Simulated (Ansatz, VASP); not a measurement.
# One calculation of GaW2, two programs

```
CELL_PARAMETERS angstrom
4.58531 0.00000 0.00000
-2.29265 3.97099 0.00000
0.00000 0.00000 2.69638
ATOMIC_POSITIONS crystal
Ga 0.00000 0.00000 0.00000
W 0.33333 0.66667 0.50000
W 0.66667 0.33333 0.50000
```

Alike in both runs: functional PBE; k mesh 12 × 12 × 18; occupations gaussian, width 0.1 eV; no spin polarisation.

Ansatz relaxed the structure, and its values are those at the end. VASP's run is a single point on that final structure, the one shown.

|  | VASP | Ansatz |
| --- | --- | --- |
| version | VASP 6.6.1 | Ansatz 0.2.0 |
| potentials or method | VASP PAW PBE potentials, release 64 (Ga_d, W_sv), cutoff 520 eV | scalar-relativistic, plane waves, PAW |
| valence electrons in the cell | 41 | 41 |

```csv
,VASP,Ansatz,Ansatz less VASP
gap on the k mesh at the Fermi level (eV),none,none,-
pressure (GPa),0.5,0.0,-0.47
```

A gap of «none» marks a metal or a gap that the smearing closes. With one functional, cell and mesh, what is left measures potentials, basis and numerics.

Spin-orbit coupling is off throughout.
